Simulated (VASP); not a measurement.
# KCdCO3F (P-6m2) in VASP: a series of runs

Runs on KCdCO3F. Level: PBEsol. Tasks: single point, relaxation of cell and atoms.

All numbers are computed with VASP 6.6.1; they aren't measurements. Logs are shortened: lines on timing, memory, paths and dates and some standing lists are left out, and cuts for length are marked.

### Step 1. The cell of the first run

The structure is hexagonal, space group P-6m2 (No. 187). The conventional cell has a = 5.039 Å, b = 5.039 Å, c = 4.415 Å, α = 90.00°, β = 90.00°, γ = 120.00°. Within 3.7 Å of K (site symmetry -6m2) lie 6 O at 2.74 Å and 3 F at 2.91 Å and 6 Cd at 3.65 Å and 6 C at 3.65 Å. Within 3.0 Å of Cd (site symmetry -6m2) lie 2 F at 2.21 Å and 6 O at 2.53 Å and 3 C at 2.91 Å. C (site symmetry -6m2) has 3 O at 1.29 Å within 1.7 Å. Within 1.7 Å of O (site symmetry mm2) lie 1 C at 1.29 Å. F (site symmetry -6m2) has 2 Cd at 2.21 Å and 3 K at 2.91 Å within 3.0 Å.

### Step 2. Single point, PBEsol

The input, INCAR:

```
PREC = Accurate
ENCUT = 520
EDIFF = 1E-6
ISMEAR = 0
SIGMA = 0.02
LREAL = F
LASPH = T
NELM = 100
ALGO = Normal
ISIF = 2
LWAVE = F
LCHARG = F
GGA = PS
NBANDS = 34
```

The input, KPOINTS:

```
Automatic mesh
0
Gamma
  6 6 6
```

The input, POSCAR:

```
KCdCO3F
1.0
    5.0392658160      0.0000000000      0.0000000000
   -2.5196329080      4.3641322131      0.0000000000
    0.0000000000      0.0000000000      4.4150589533
K Cd C O F
1 1 1 3 1
Direct
    0.0000000000      0.0000000000      0.0000000000
    0.6666666667      0.3333333333      0.5000000000
    0.3333333333      0.6666666667      0.5000000000
    0.1858637433      0.3717274866      0.5000000000
    0.1858637433      0.8141362567      0.5000000000
    0.6282725134      0.8141362567      0.5000000000
    0.6666666667      0.3333333333      0.0000000000
```

Potentials or basis: VASP PAW PBE potentials, release 64 (K_sv, Cd, C, O, F).

Started as:

```
> cat potpaw_PBE.64/K_sv/POTCAR potpaw_PBE.64/Cd/POTCAR potpaw_PBE.64/C/POTCAR potpaw_PBE.64/O/POTCAR potpaw_PBE.64/F/POTCAR > POTCAR
> mpirun -np 1 vasp_std > vasp.out
```

OUTCAR:

```text
PREC = Accurate
   ENCUT = 520
   EDIFF = 1E-6
   ISMEAR = 0
   LREAL = F
   LASPH = T
   NELM = 100
   ISIF = 2
   GGA = PS

 ion  position               nearest neighbor table
   1  0.000  0.000  0.000-   5 2.74   5 2.74   6 2.74   6 2.74   4 2.74   4 2.74   2 3.65   2 3.65
                             2 3.65   2 3.65   2 3.65   2 3.65
   2  0.667  0.333  0.500-   7 2.21   7 2.21   4 2.53   6 2.53   5 2.53   5 2.53   4 2.53   6 2.53
                             3 2.91   3 2.91   3 2.91   1 3.65   1 3.65   1 3.65   1 3.65   1 3.65
   3  0.333  0.667  0.500-   5 1.29   6 1.29   4 1.29   2 2.91   2 2.91   2 2.91
   4  0.186  0.372  0.500-   3 1.29   2 2.53   2 2.53   1 2.74   1 2.74
   5  0.186  0.814  0.500-   3 1.29   2 2.53   2 2.53   1 2.74   1 2.74
   6  0.628  0.814  0.500-   3 1.29   2 2.53   2 2.53   1 2.74   1 2.74
   7  0.667  0.333  0.000-   2 2.21   2 2.21

  LATTYP: Found a hexagonal cell.
 ALAT       =     5.0392658160
 C/A-ratio  =     0.8761313879

  Lattice vectors:

 A1 = (   5.0392658160,   0.0000000000,   0.0000000000)
 A2 = (  -2.5196329080,   4.3641322131,   0.0000000000)
 A3 = (   0.0000000000,   0.0000000000,   4.4150589533)

Analysis of symmetry for initial positions (statically):
=====================================================================
 Subroutine PRICEL returns:
 Original cell was already a primitive cell.

 Routine SETGRP: Setting up the symmetry group for a
 hexagonal supercell.

 Subroutine GETGRP returns: Found 12 space group operations
 (whereof 12 operations were pure point group operations)
 out of a pool of 24 trial point group operations.

The static configuration has the point symmetry D_3h.

Analysis of symmetry for dynamics (positions and initial velocities):
=====================================================================
 Subroutine PRICEL returns:
 Original cell was already a primitive cell.

 Routine SETGRP: Setting up the symmetry group for a
 hexagonal supercell.

 Subroutine GETGRP returns: Found 12 space group operations
 (whereof 12 operations were pure point group operations)
 out of a pool of 24 trial point group operations.

The dynamic configuration has the point symmetry D_3h.

 Subroutine INISYM returns: Found 12 space group operations
 (whereof 12 operations are pure point group operations),
 and found     1 'primitive' translations

----------------------------------------------------------------------------------------

                                     Primitive cell

  volume of cell :      97.0961

  direct lattice vectors                    reciprocal lattice vectors
     5.039265816  0.000000000  0.000000000     0.198441606  0.114570314  0.000000000
    -2.519632908  4.364132213  0.000000000     0.000000000  0.229140629  0.000000000
     0.000000000  0.000000000  4.415058953     0.000000000  0.000000000  0.226497542

  length of vectors
     5.039265816  5.039265816  4.415058953     0.229140629  0.229140629  0.226497542

  position of ions in fractional coordinates (direct lattice)
     0.000000000  0.000000000  0.000000000
     0.666666667  0.333333333  0.500000000
     0.333333333  0.666666667  0.500000000
     0.185863743  0.371727487  0.500000000
     0.185863743  0.814136257  0.500000000
     0.628272513  0.814136257  0.500000000
     0.666666667  0.333333333  0.000000000

  ion indices of the primitive-cell ions
   primitive index   ion index
                 1           1
                 2           2
                 3           3
                 4           4
                 5           5
                 6           6
                 7           7

----------------------------------------------------------------------------------------

 KPOINTS: Automatic mesh

Automatic generation of k-mesh.
 Grid dimensions read from file:
 generate k-points for:    6    6    6

 Generating k-lattice:

  Cartesian coordinates                     Fractional coordinates (reciprocal lattice)
     0.033073601  0.019095052  0.000000000     0.166666667  0.000000000  0.000000000
     0.000000000  0.038190105  0.000000000     0.000000000  0.166666667  0.000000000
     0.000000000  0.000000000  0.037749590     0.000000000  0.000000000  0.166666667

  Length of vectors
     0.038190105  0.038190105  0.037749590

  Shift w.r.t. Gamma in fractional coordinates (k-lattice)
     0.000000000  0.000000000  0.000000000

 Subroutine IBZKPT returns following result:
 ===========================================

 Found     28 irreducible k-points:

 Following reciprocal coordinates:
            Coordinates               Weight
  0.000000  0.000000  0.000000      1.000000
  0.166667  0.000000  0.000000      6.000000
  0.333333  0.000000  0.000000      6.000000
  0.500000  0.000000  0.000000      3.000000
  0.166667  0.166667  0.000000      6.000000
  0.333333  0.166667  0.000000     12.000000
[... 16 lines left out ...]
  0.166667  0.000000  0.500000      6.000000
  0.333333  0.000000  0.500000      6.000000
 [... further k-points ...]
   k-points           NKPTS =     28   k-points in BZ     NKDIM =     28   number of bands    NBANDS=     34
   number of dos      NEDOS =    301   number of ions     NIONS =      7
   total plane-waves  NPLWV =  57600
   dimension x,y,z NGX =    40 NGY =   40 NGZ =   36
   dimension x,y,z NGXF=    80 NGYF=   80 NGZF=   72
   ions per type =               1   1   1   3   1
   NGX,Y,Z   is equivalent  to a cutoff of  13.20, 13.20, 13.56 a.u.
   NGXF,Y,Z  is equivalent  to a cutoff of  26.39, 26.39, 27.11 a.u.
 SYSTEM =  unknown system
   PREC   = accura    normal or accurate (medium, high low for compatibility)
   ISTART =      0    job   : 0-new  1-cont  2-samecut
   ICHARG =      2    charge: 1-file 2-atom 10-const
   ISPIN  =      1    spin polarized calculation?
   LNONCOLLINEAR =      F non collinear calculations
   LSORBIT =      F    spin-orbit coupling
   LASPH  =      T    aspherical Exc in radial PAW
   ENCUT  =  520.0 eV  38.22 Ry    6.18 a.u.   9.37  9.37  8.21*2*pi/ulx,y,z
   NELM   =    100;   NELMIN=  2; NELMDL= -5     # of ELM steps
   EDIFF  = 0.1E-05   stopping-criterion for ELM
   LREAL  =      F    real-space projection
[... 7 lines left out ...]
   TEBEG  =    0.0;   TEEND  =   0.0 temperature during run
   PSTRESS=    0.0 pullay stress
   NELECT =      50.0000    total number of electrons
   NUPDOWN=      -1.0000    fix difference up-down
   EMIN   =  10.00;   EMAX   =-10.00  energy-range for DOS
   EFERMI =   0.00;   METHOD = LEGACY
   ISMEAR =     0;   SIGMA  =   0.02  broadening in eV -4-tet -1-fermi 0-gaus
   EFERMI_NEDOS =   21; number of points for ismear=-14 and -15
   IALGO  =     38    algorithm
   IMIX   =      4    mixing-type and parameters
     AMIX     =   0.40;   BMIX     =  1.00
     AMIX_MAG =   1.60;   BMIX_MAG =  1.00
  volume/ion in A,a.u.               =      13.87        93.61
  Fermi-wavevector in a.u.,A,eV,Ry     =   1.312193  2.479685 23.427186  1.721850
  Thomas-Fermi vector in A             =   2.442602
   LORBIT       =      0    0 simple, 1 ext, 2 COOP (PROOUT), +10 PAW based schemes
   GGA     = PS    functional components
   LHFCALC =     F    Hartree Fock is set to
   AEXX    =    0.0000 exact exchange contribution
   IVDW    =     0    specifies the selected vdW correction
   LEPSILON=     F    determine dielectric tensor
   LRPA    =     F    only Hartree local field effects (RPA)
 non-spin polarized calculation
 Gauss-broadening in eV      SIGMA  =   0.02
  energy-cutoff  :      520.00
  volume of cell :       97.10
 maximum number of plane-waves:      2640
 NGX is ok and might be reduce to    40
   NGX = 19   NGY = 19   NGZ = 17

 number of electron      49.9999994 magnetization

 Free energy of the ion-electron system (eV)
  ---------------------------------------------------
  ext. energy  EPLUGINS =         0.00000000
  ---------------------------------------------------
  free energy    TOTEN  =       -41.78783257 eV

  energy without entropy =      -41.78783257  energy(sigma->0) =      -41.78783257

 E-fermi :   0.2750     XC(G=0):  -9.7107

 val. band max:        0.0885300741   @ k =   0.0000   0.0000   0.5000
 cond. band min:       1.9761797882   @ k =   0.0000   0.0000   0.0000
 fundamental gap:      1.8876497140
 Fermi energy:         0.2749767127

 k-point     1 :       0.0000    0.0000    0.0000
  band No.  band energies     occupation
      1     -27.3422      2.00000
      2     -21.8607      2.00000
      3     -21.5419      2.00000
      4     -18.5083      2.00000
      5     -18.5083      2.00000
      6     -10.9779      2.00000
[... 26 lines left out ...]
     33      10.5426      0.00000
     34      11.3343      0.00000

 k-point     2 :       0.1667    0.0000    0.0000
  band No.  band energies     occupation
      1     -27.3410      2.00000
      2     -21.8438      2.00000
      3     -21.5478      2.00000
      4     -18.5377      2.00000
      5     -18.5074      2.00000
      6     -10.9816      2.00000
[... 26 lines left out ...]
     33      10.5735      0.00000
     34      10.5765      0.00000

 k-point     3 :       0.3333    0.0000    0.0000
  band No.  band energies     occupation
      1     -27.3385      2.00000
      2     -21.8064      2.00000
      3     -21.5627      2.00000
      4     -18.5962      2.00000
      5     -18.5056      2.00000
      6     -10.9874      2.00000
[... 26 lines left out ...]
     33      10.3067      0.00000
     34      10.6475      0.00000

 k-point     4 :       0.5000    0.0000    0.0000
  band No.  band energies     occupation
      1     -27.3373      2.00000
      2     -21.7851      2.00000
      3     -21.5726      2.00000
      4     -18.6254      2.00000
      5     -18.5047      2.00000
      6     -10.9896      2.00000
[... 26 lines left out ...]
     33      10.2789      0.00000
     34      10.6774      0.00000

 k-point     5 :       0.1667    0.1667    0.0000
  band No.  band energies     occupation
      1     -27.3392      2.00000
      2     -21.8162      2.00000
      3     -21.5586      2.00000
      4     -18.5781      2.00000
      5     -18.5096      2.00000
      6     -10.9974      2.00000
[... 621 lines left out ...]
 k-point    22 :       0.0000    0.0000    0.5000
  band No.  band energies     occupation
      1     -27.3320      2.00000
      2     -21.8493      2.00000
      3     -21.4823      2.00000
      4     -18.4985      2.00000
      5     -18.4985      2.00000
      6     -11.1784      2.00000
[... 26 lines left out ...]
     33      10.2382      0.00000
     34      11.5596      0.00000

 k-point    23 :       0.1667    0.0000    0.5000
  band No.  band energies     occupation
      1     -27.3312      2.00000
      2     -21.8307      2.00000
      3     -21.4847      2.00000
      4     -18.5385      2.00000
      5     -18.4974      2.00000
      6     -11.1330      2.00000
[... 26 lines left out ...]
     33      10.2753      0.00000
     34      11.5849      0.00000

 k-point    24 :       0.3333    0.0000    0.5000
  band No.  band energies     occupation
      1     -27.3295      2.00000
      2     -21.7925      2.00000
      3     -21.4892      2.00000
      4     -18.6185      2.00000
      5     -18.4951      2.00000
      6     -11.0488      2.00000
[... 26 lines left out ...]
     33      10.5383      0.00000
     34      10.9533      0.00000

 [... further k-points ...]

------------------------ aborting loop because EDIFF is reached ----------------------------------------

  FORCE on cell =-STRESS in cart. coord.  units (eV):
  Direction    XX          YY          ZZ          XY          YZ          ZX
  --------------------------------------------------------------------------------------
  -------------------------------------------------------------------------------------
  Total        0.7163470      0.7163470      0.2753348      0.0000000     -0.0000000      0.0000000
  in kB       11.8204052     11.8204052      4.5432856      0.0000000     -0.0000000      0.0000000
  external PRESSURE =       9.3946987 kB  Pullay stress =       0.0000000 kB

 VOLUME and BASIS-vectors are now :
 -----------------------------------------------------------------------------
  energy-cutoff  :      520.00
  volume of cell :       97.10
      direct lattice vectors                 reciprocal lattice vectors
     5.039265816  0.000000000  0.000000000     0.198441606  0.114570314  0.000000000
    -2.519632908  4.364132213  0.000000000     0.000000000  0.229140629  0.000000000
     0.000000000  0.000000000  4.415058953     0.000000000  0.000000000  0.226497542

 POSITION                                       TOTAL-FORCE (eV/Angst)
 -----------------------------------------------------------------------------------
      0.00000      0.00000      0.00000         0.000000     -0.000000     -0.000000
      2.51963      1.45471      2.20753         0.000000     -0.000000     -0.000000
     -0.00000      2.90942      2.20753         0.000000     -0.000000     -0.000000
     -0.00000      1.62227      2.20753         0.000000     -0.299984      0.000000
     -1.11471      3.55300      2.20753        -0.259794      0.149992     -0.000000
      1.11471      3.55300      2.20753         0.259794      0.149992     -0.000000
      2.51963      1.45471      0.00000         0.000000     -0.000000     -0.000000
 -----------------------------------------------------------------------------------
    total drift:                               -0.000005      0.000003      0.000000

  FREE ENERGIE OF THE ION-ELECTRON SYSTEM (eV)
  ---------------------------------------------------
  free  energy   TOTEN  =       -41.7878325728 eV

  energy  without entropy=      -41.7878325728  energy(sigma->0) =      -41.78783257
```

Run time: 2 min. Hardware: 1 thread of Intel Xeon Platinum 8259CL at 2.50GHz (Skylake/Cascade Lake), shared host; peak memory 0.29 GiB.

Results:

```yaml
Free_energy: -41.7878 eV
Pressure: 0.9 GPa
Largest_force: 0.300 eV/Å
Band_gap_on_the_k_mesh: 1.89 eV
```

Forces in eV/Å, atoms in the order of the input:
```
K    0.000  0.000  0.000
Cd   0.000  0.000  0.000
C    0.000  0.000  0.000
O    0.000 -0.300  0.000
O   -0.260  0.150  0.000
O    0.260  0.150  0.000
F    0.000  0.000  0.000
```

Caveat: the PAW data sets were made with another functional, which shifts forces and pressure a little. A k mesh can miss the band edges.

### Step 3. Relaxation of cell and atoms, PBEsol

This run uses another cell than the first one, of 14.63 Å³/atom.

The input, INCAR:

```
PREC = Accurate
ENCUT = 600
EDIFF = 1E-7
ISMEAR = 0
SIGMA = 0.02
LREAL = F
LASPH = T
NELM = 100
ALGO = Normal
ISIF = 3
LWAVE = F
LCHARG = F
GGA = PS
IBRION = 2
NSW = 70
EDIFFG = -0.005
```

The input, KPOINTS:

```
regular mesh
0
Gamma
  6 6 6
```

The input, POSCAR:

```
KCdCO3F
1.0
    5.1337856221      0.0000000000      0.0000000000
   -2.5668928111      4.4459887663      0.0000000000
    0.0000000000      0.0000000000      4.4871737454
K Cd C O F
1 1 1 3 1
Direct
    0.0000000000      0.0000000000      0.0000000000
    0.6666666667      0.3333333333      0.5000000000
    0.3333333333      0.6666666667      0.5000000000
    0.1879041669      0.3758083338      0.5000000000
    0.1879041669      0.8120958331      0.5000000000
    0.6241916662      0.8120958331      0.5000000000
    0.6666666667      0.3333333333      0.0000000000
```

Potentials or basis: VASP PAW PBE potentials, release 64 (K_sv, Cd, C, O, F).

Started as:

```
> cat potpaw_PBE.64/K_sv/POTCAR potpaw_PBE.64/Cd/POTCAR potpaw_PBE.64/C/POTCAR potpaw_PBE.64/O/POTCAR potpaw_PBE.64/F/POTCAR > POTCAR
> mpirun -np 1 vasp_std > vasp.out
```

It took 16 min on 1 thread of Intel Xeon Platinum 8259CL at 2.50GHz (Skylake/Cascade Lake), shared host; peak memory 0.33 GiB.

It converged, with:

* Free energy: -41.8158 eV
* Relaxed volume: 13.91 Å³/atom
* Relaxed cell: a = 5.040 Å, b = 5.040 Å, c = 4.427 Å, α = 90.00°, β = 90.00°, γ = 120.00°
* Space group after relaxing (to 0.1 Å): P-6m2 (No. 187)
* Energy gained by relaxing: 7.0 meV/atom
* Ionic steps: 15
* Pressure after relaxing: 0.0 GPa
* Band gap on the k mesh: 1.88 eV

Step by step:
| step | energy change (eV) | largest force (eV/Å) | pressure (GPa) | volume (Å³) |
| --- | --- | --- | --- | --- |
| 1 | 0.0000 | 0.1207 | -2.71 | 102.42 |
| 2 | -0.0357 | 0.6475 | 0.22 | 98.80 |
| 3 | -0.0360 | 0.7032 | 0.55 | 98.43 |
| 4 | -0.0477 | 0.0965 | 0.04 | 97.08 |
| 5 | -0.0482 | 0.0329 | 0.12 | 97.31 |
| 6 | -0.0484 | 0.0174 | 0.03 | 97.39 |
| 7 | -0.0486 | 0.0245 | -0.20 | 97.62 |
| 8 | -0.0488 | 0.0184 | -0.12 | 97.61 |
| 9 | -0.0488 | 0.0485 | -0.06 | 97.61 |
| 10 | -0.0489 | 0.0344 | -0.07 | 97.58 |
| 11 | -0.0490 | 0.0048 | -0.08 | 97.52 |
| 12 | -0.0490 | 0.0060 | -0.05 | 97.47 |
| 13 | -0.0490 | 0.0084 | 0.02 | 97.38 |
| 14 | -0.0490 | 0.0165 | -0.02 | 97.38 |
| 15 | -0.0490 | 0.0002 | 0.00 | 97.38 |

Final structure:
```
CELL_PARAMETERS angstrom
5.04018 0.00000 0.00000
-2.52009 4.36493 0.00000
0.00000 0.00000 4.42651
ATOMIC_POSITIONS crystal
K 0.00000 0.00000 0.00000
Cd 0.66667 0.33333 0.50000
C 0.33333 0.66667 0.50000
O 0.18540 0.37079 0.50000
O 0.18539 0.81460 0.50000
O 0.62921 0.81460 0.50000
F 0.66667 0.33333 0.00000
```

Levels at points of the mesh, in eV from the valence-band top:
```csv
k point,band 23,band 24,band 25,band 26,band 27,band 28
"(0.00, 0.00, 0.00)",-1.50,-1.50,0.00,1.88,5.79,6.32
"(0.50, 0.00, 0.00)",-1.48,-1.44,-0.11,4.22,5.84,6.13
"(0.00, 0.00, 0.50)",-1.41,-1.41,0.00,4.21,5.08,6.36
"(0.50, 0.00, 0.50)",-1.36,-1.25,-0.10,5.73,5.93,6.95
```

Caveat: the PAW data sets were made with another functional, which shifts forces and pressure a little.
